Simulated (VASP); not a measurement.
# Al (Im-3m) in VASP: a series of runs

Al is run at these levels: LDA; tasks: single point.

Everything below comes from runs of VASP 6.6.1. Logs are shortened: lines on timing, memory, paths and dates and some standing lists are left out, and cuts for length are marked.

### Step 1. The cell of the first run

Symmetry: Im-3m, No. 229, cubic system. Conventional cell: a = 3.095 Å, b = 3.095 Å, c = 3.095 Å, α = 90.00°, β = 90.00°, γ = 90.00°. Within 3.5 Å of Al (site symmetry m-3m) lie 14 Al at 2.68 to 3.10 Å.

### Step 2. Single point, LDA

Contents of INCAR:

```
SYSTEM = Al
ALGO = Normal
EDIFF = 1E-6
ENCUT = 520
ISIF = 2
ISMEAR = -1
LASPH = .True.
LCHARG = .True.
LELF = .True.
LREAL = .False.
LVHAR = .True.
LWAVE = .False.
NBANDS = 8
NELM = 60
PREC = Accurate
SIGMA = 0.1
```

Contents of KPOINTS:

```
k-points
0
Gamma
  13 13 13
  0 0 0
```

Contents of POSCAR:

```
Al
1.0
   -1.5476018195      1.5476018195      1.5476018195
    1.5476018195     -1.5476018195      1.5476018195
    1.5476018195      1.5476018195     -1.5476018195
Al
1
Direct
    0.0000000000      0.0000000000      0.0000000000
```

Potentials or basis: VASP PAW LDA potentials, release 64 (Al).

The run is started by

```sh
cat potpaw_LDA.64/Al/POTCAR > POTCAR
mpirun -np 1 vasp_std > vasp.out
```

OUTCAR:

```text
SYSTEM = Al
   EDIFF = 1E-6
   ENCUT = 520
   ISIF = 2
   ISMEAR = -1
   LASPH = .True.
   LREAL = .False.
   NELM = 60
   PREC = Accurate

 ion  position               nearest neighbor table
   1  0.000  0.000  0.000-

  LATTYP: Found a body centered cubic cell.
 ALAT       =     3.0952036390

  Lattice vectors:

 A1 = (  -1.5476018195,   1.5476018195,   1.5476018195)
 A2 = (   1.5476018195,  -1.5476018195,   1.5476018195)
 A3 = (   1.5476018195,   1.5476018195,  -1.5476018195)

Analysis of symmetry for initial positions (statically):
=====================================================================
 Subroutine PRICEL returns:
 Original cell was already a primitive cell.

 Routine SETGRP: Setting up the symmetry group for a
 body centered cubic supercell.

 Subroutine GETGRP returns: Found 48 space group operations
 (whereof 48 operations were pure point group operations)
 out of a pool of 48 trial point group operations.

The static configuration has the point symmetry O_h .

Analysis of symmetry for dynamics (positions and initial velocities):
=====================================================================
 Subroutine PRICEL returns:
 Original cell was already a primitive cell.

 Routine SETGRP: Setting up the symmetry group for a
 body centered cubic supercell.

 Subroutine GETGRP returns: Found 48 space group operations
 (whereof 48 operations were pure point group operations)
 out of a pool of 48 trial point group operations.

The dynamic configuration has the point symmetry O_h .

 Subroutine INISYM returns: Found 48 space group operations
 (whereof 48 operations are pure point group operations),
 and found     1 'primitive' translations

----------------------------------------------------------------------------------------

                                     Primitive cell

  volume of cell :      14.8265

  direct lattice vectors                    reciprocal lattice vectors
    -1.547601820  1.547601820  1.547601820     0.000000000  0.323080520  0.323080520
     1.547601820 -1.547601820  1.547601820     0.323080520  0.000000000  0.323080520
     1.547601820  1.547601820 -1.547601820     0.323080520  0.323080520  0.000000000

  length of vectors
     2.680524981  2.680524981  2.680524981     0.456904853  0.456904853  0.456904853

  position of ions in fractional coordinates (direct lattice)
     0.000000000  0.000000000  0.000000000

  ion indices of the primitive-cell ions
   primitive index   ion index
                 1           1

----------------------------------------------------------------------------------------

 KPOINTS: k-points

Automatic generation of k-mesh.
 Grid dimensions read from file:
 generate k-points for:   13   13   13

 Generating k-lattice:

  Cartesian coordinates                     Fractional coordinates (reciprocal lattice)
     0.000000000  0.024852348  0.024852348     0.076923077  0.000000000  0.000000000
     0.024852348  0.000000000  0.024852348     0.000000000  0.076923077  0.000000000
     0.024852348  0.024852348  0.000000000     0.000000000  0.000000000  0.076923077

  Length of vectors
     0.035146527  0.035146527  0.035146527

  Shift w.r.t. Gamma in fractional coordinates (k-lattice)
     0.000000000  0.000000000  0.000000000

 Subroutine IBZKPT returns following result:
 ===========================================

 Found     84 irreducible k-points:

 Following reciprocal coordinates:
            Coordinates               Weight
  0.000000  0.000000  0.000000      1.000000
  0.076923  0.000000  0.000000     12.000000
  0.153846  0.000000  0.000000     12.000000
  0.230769  0.000000  0.000000     12.000000
  0.307692  0.000000  0.000000     12.000000
  0.384615  0.000000  0.000000     12.000000
[... 16 lines left out ...]
  0.153846  0.076923  0.076923     24.000000
  0.230769  0.076923  0.076923     24.000000
 [... further k-points ...]
   k-points           NKPTS =     84   k-points in BZ     NKDIM =     84   number of bands    NBANDS=      8
   number of dos      NEDOS =    301   number of ions     NIONS =      1
   total plane-waves  NPLWV =   8000
   dimension x,y,z NGX =    20 NGY =   20 NGZ =   20
   dimension x,y,z NGXF=    40 NGYF=   40 NGZF=   40
   ions per type =               1
   NGX,Y,Z   is equivalent  to a cutoff of  12.40, 12.40, 12.40 a.u.
   NGXF,Y,Z  is equivalent  to a cutoff of  24.81, 24.81, 24.81 a.u.
 SYSTEM =  Al
   PREC   = accura    normal or accurate (medium, high low for compatibility)
   ISTART =      0    job   : 0-new  1-cont  2-samecut
   ICHARG =      2    charge: 1-file 2-atom 10-const
   ISPIN  =      1    spin polarized calculation?
   LNONCOLLINEAR =      F non collinear calculations
   LSORBIT =      F    spin-orbit coupling
   LASPH  =      T    aspherical Exc in radial PAW
   ENCUT  =  520.0 eV  38.22 Ry    6.18 a.u.   4.98  4.98  4.98*2*pi/ulx,y,z
   NELM   =     60;   NELMIN=  2; NELMDL= -5     # of ELM steps
   EDIFF  = 0.1E-05   stopping-criterion for ELM
   LREAL  =      F    real-space projection
   EDIFFG = 0.1E-04   stopping-criterion for IOM
   NSW    =      0    number of steps for IOM
   IBRION =     -1    ionic relax: 0-MD 1-quasi-New 2-CG
   NFREE  =      0    steps in history (QN), initial steepest desc. (CG)
   ISIF   =      2    stress and relaxation
   ISYM   =      2    0-nonsym 1-usesym 2-fastsym
   POTIM  = 0.5000    time-step for ionic-motion
   TEBEG  =    0.0;   TEEND  =   0.0 temperature during run
   PSTRESS=    0.0 pullay stress
   NELECT =       3.0000    total number of electrons
   NUPDOWN=      -1.0000    fix difference up-down
   EMIN   =  10.00;   EMAX   =-10.00  energy-range for DOS
   EFERMI =   0.00;   METHOD = LEGACY
   ISMEAR =    -1;   SIGMA  =   0.10  broadening in eV -4-tet -1-fermi 0-gaus
   EFERMI_NEDOS =   21; number of points for ismear=-14 and -15
   IALGO  =     38    algorithm
   IMIX   =      4    mixing-type and parameters
     AMIX     =   0.40;   BMIX     =  1.00
     AMIX_MAG =   1.60;   BMIX_MAG =  1.00
  volume/ion in A,a.u.               =      14.83       100.05
  Fermi-wavevector in a.u.,A,eV,Ry     =   0.961102  1.816219 12.567926  0.923717
  Thomas-Fermi vector in A             =   2.090444
   LORBIT       =      0    0 simple, 1 ext, 2 COOP (PROOUT), +10 PAW based schemes
   GGA     = CA    functional components
   LHFCALC =     F    Hartree Fock is set to
   AEXX    =    0.0000 exact exchange contribution
   IVDW    =     0    specifies the selected vdW correction
   LEPSILON=     F    determine dielectric tensor
   LRPA    =     F    only Hartree local field effects (RPA)
 non-spin polarized calculation
  energy-cutoff  :      520.00
  volume of cell :       14.83
 maximum number of plane-waves:       414
   NGX =  9   NGY =  9   NGZ =  9

 number of electron       3.0000000 magnetization

 Free energy of the ion-electron system (eV)
  ---------------------------------------------------
  ext. energy  EPLUGINS =         0.00000000
  ---------------------------------------------------
  free energy    TOTEN  =        -4.06811404 eV

  energy without entropy =       -4.05668531  energy(sigma->0) =       -4.06239967

 E-fermi :   8.9813     XC(G=0): -10.7498

 val. band max:        8.8963471792   @ k =  -0.3846  -0.3846   0.0769
 cond. band min:       9.0104723130   @ k =  -0.3846   0.3846   0.1538
 fundamental gap:      0.1141251337
 Fermi energy:         8.9812948087

 k-point     1 :       0.0000    0.0000    0.0000
  band No.  band energies     occupation
      1      -2.9049      2.00000
      2      22.7983      0.00000
      3      22.7983      0.00000
      4      22.7983      0.00000
      5      25.0095      0.00000
      6      25.0095      0.00000
      7      25.0095      0.00000
      8      26.0812      0.00000

 k-point     2 :       0.0769    0.0000    0.0000
  band No.  band energies     occupation
      1      -2.7227      2.00000
      2      20.9287      0.00000
      3      21.8762      0.00000
      4      22.1047      0.00000
      5      24.0992      0.00000
      6      24.9242      0.00000
      7      25.5594      0.00000
      8      26.2314      0.00000

 k-point     3 :       0.1538    0.0000    0.0000
  band No.  band energies     occupation
      1      -2.1774      2.00000
      2      17.6402      0.00000
      3      20.5909      0.00000
      4      20.7937      0.00000
      5      22.7324      0.00000
      6      23.8652      0.00000
      7      26.3954      0.00000
      8      26.8075      0.00000

 k-point     4 :       0.2308    0.0000    0.0000
  band No.  band energies     occupation
      1      -1.2738      2.00000
      2      14.3150      0.00000
      3      19.5100      0.00000
      4      19.5419      0.00000
      5      21.5389      0.00000
      6      22.9330      0.00000
      7      27.4593      0.00000
      8      27.4907      0.00000

 k-point     5 :       0.3077    0.0000    0.0000
  band No.  band energies     occupation
      1      -0.0197      2.00000
      2      11.1979      0.00000
      3      18.5456      0.00000
      4      18.6925      0.00000
      5      20.6207      0.00000
      6      22.1431      0.00000
      7      28.4113      0.00000
      8      28.7965      0.00000

 k-point     6 :       0.3846    0.0000    0.0000
  band No.  band energies     occupation
      1       1.5732      2.00000
      2       8.3525      1.99629
      3      17.8644      0.00000
      4      18.1473      0.00000
      5      20.0032      0.00000
      6      21.5700      0.00000
      7      29.5139      0.00000
      8      30.3813      0.00000

 k-point     7 :       0.4615    0.0000    0.0000
  band No.  band energies     occupation
      1       3.4712      2.00000
      2       5.8264      2.00000
      3      17.5199      0.00000
      4      17.8752      0.00000
      5      19.6934      0.00000
      6      21.2697      0.00000
      7      30.5277      0.00000
      8      31.9564      0.00000

 k-point     8 :       0.0769    0.0769    0.0000
  band No.  band energies     occupation
      1      -2.3589      2.00000
      2      19.2630      0.00000
      3      19.5300      0.00000
      4      21.2423      0.00000
      5      24.0688      0.00000
      6      24.1022      0.00000
      7      26.2127      0.00000
      8      26.4950      0.00000

 k-point     9 :       0.1538    0.0769   -0.0000
  band No.  band energies     occupation
      1      -1.6344      2.00000
      2      16.0491      0.00000
      3      18.0601      0.00000
      4      20.0593      0.00000
      5      22.9395      0.00000
      6      24.1833      0.00000
      7      26.1137      0.00000
      8      28.0142      0.00000

 k-point    10 :       0.2308    0.0769    0.0000
  band No.  band energies     occupation
      1      -0.5556      2.00000
      2      12.8358      0.00000
      3      16.9548      0.00000
      4      19.0536      0.00000
      5      21.9234      0.00000
      6      23.8287      0.00000
      7      26.5663      0.00000
      8      29.4815      0.00000
[... 78 lines left out ...]
 k-point    18 :       0.2308    0.2308    0.0000
  band No.  band energies     occupation
      1       1.9247      2.00000
      2      10.4265      0.00000
      3      11.3623      0.00000
      4      17.4206      0.00000
      5      23.6364      0.00000
      6      24.4059      0.00000
      7      29.3784      0.00000
      8      29.9790      0.00000

 k-point    19 :       0.3077    0.2308   -0.0000
  band No.  band energies     occupation
      1       3.6583      2.00000
      2       8.1219      1.99963
      3      10.5066      0.00000
      4      16.9663      0.00000
      5      23.5335      0.00000
      6      25.5395      0.00000
      7      28.5140      0.00000
      8      30.9688      0.00000

 k-point    20 :       0.3846    0.2308    0.0000
  band No.  band energies     occupation
      1       5.3937      2.00000
      2       6.1070      2.00000
      3      10.3085      0.00000
      4      16.8128      0.00000
      5      23.4151      0.00000
      6      26.9860      0.00000
      7      27.1770      0.00000
      8      30.8872      0.00000

 k-point    21 :       0.3077    0.3077    0.0000
  band No.  band energies     occupation
      1       5.4963      2.00000
      2       7.4047      2.00000
      3       8.4345      1.99159
      4      16.6636      0.00000
      5      24.9379      0.00000
      6      25.5408      0.00000
      7      27.1776      0.00000
      8      32.8842      0.00000

 k-point    22 :       0.0769    0.0769    0.0769
  band No.  band energies     occupation
      1      -1.8152      2.00000
      2      17.7306      0.00000
      3      17.7306      0.00000
      4      18.5124      0.00000
      5      25.5783      0.00000
      6      25.5783      0.00000
      7      26.3380      0.00000
      8      26.3380      0.00000

 k-point    23 :       0.1538    0.0769    0.0769
  band No.  band energies     occupation
      1      -0.9142      2.00000
      2      14.5797      0.00000
      3      16.4240      0.00000
      4      17.2409      0.00000
      5      25.0403      0.00000
      6      25.4452      0.00000
      7      27.3924      0.00000
      8      27.5220      0.00000

 k-point    24 :       0.2308    0.0769    0.0769
  band No.  band energies     occupation
      1       0.3362      2.00000
      2      11.5031      0.00000
      3      15.4246      0.00000
      4      16.3397      0.00000
      5      24.2742      0.00000
      6      24.8451      0.00000
      7      28.5990      0.00000
      8      28.9086      0.00000

 [... further k-points ...]

------------------------ aborting loop because EDIFF is reached ----------------------------------------

  FORCE on cell =-STRESS in cart. coord.  units (eV):
  Direction    XX          YY          ZZ          XY          YZ          ZX
  --------------------------------------------------------------------------------------
  -------------------------------------------------------------------------------------
  Total        0.7457307      0.7457307      0.7457307      0.0000000      0.0000000      0.0000000
  in kB       80.5851269     80.5851269     80.5851269      0.0000000      0.0000000      0.0000000
  external PRESSURE =      80.5851269 kB  Pullay stress =       0.0000000 kB

 VOLUME and BASIS-vectors are now :
 -----------------------------------------------------------------------------
  energy-cutoff  :      520.00
  volume of cell :       14.83
      direct lattice vectors                 reciprocal lattice vectors
    -1.547601820  1.547601820  1.547601820     0.000000000  0.323080520  0.323080520
     1.547601820 -1.547601820  1.547601820     0.323080520  0.000000000  0.323080520
     1.547601820  1.547601820 -1.547601820     0.323080520  0.323080520  0.000000000

 POSITION                                       TOTAL-FORCE (eV/Angst)
 -----------------------------------------------------------------------------------
      0.00000      0.00000      0.00000        -0.000000     -0.000000     -0.000000
 -----------------------------------------------------------------------------------
    total drift:                                0.000000      0.000000      0.000000

  FREE ENERGIE OF THE ION-ELECTRON SYSTEM (eV)
  ---------------------------------------------------
  free  energy   TOTEN  =        -4.0681140351 eV

  energy  without entropy=       -4.0566853061  energy(sigma->0) =       -4.06239967
```

Wall time 5.4 s (1 thread of Intel Xeon Platinum 8488C (Sapphire Rapids), shared host); peak memory 0.11 GiB.

Results:

* Free energy: -4.0681 eV
* Pressure: 8.1 GPa

(Continued in part 2 of 2.)
